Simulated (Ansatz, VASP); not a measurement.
## One calculation of Mo3Pb, two programs

```xyz
4
Lattice="-2.0354 2.0354 4.5467 2.0354 -2.0354 4.5467 2.0354 2.0354 -4.5467" Properties=species:S:1:pos:R:3 pbc="T T T"
Mo    0.0000    0.0000    4.5467
Mo    2.0354    0.0000    2.2733
Mo    0.0000    2.0354    2.2733
Pb    0.0000    0.0000    0.0000
```

Alike in both runs: task relaxation of cell and atoms; functional PBE; k mesh 6 × 6 × 6; occupations gaussian, width 0.1 eV; no spin polarisation.

|  | VASP | Ansatz |
| --- | --- | --- |
| version | VASP 6.6.1 | Ansatz 0.2.0 |
| potentials or method | VASP PAW PBE potentials, release 64 (Mo_sv, Pb_d), cutoff 600 eV | scalar-relativistic, plane waves, PAW |
| valence electrons in the cell | 56 | 56 |

|  | VASP | Ansatz | Ansatz less VASP |
| --- | --- | --- | --- |
| gap on the k mesh at the Fermi level, each at its own relaxed structure (eV) | none | none | - |
| relaxed volume (Å³/atom) | 17.51 | 17.47 | -0.040 |
| relaxed cell length with the largest relative difference (Å) | 5.137 | 5.130 | -0.0069 |

A gap of «none» marks a metal or a gap that the smearing closes.

The k mesh is coarse, so the values compare programs but aren't converged. Spin-orbit coupling is off throughout.
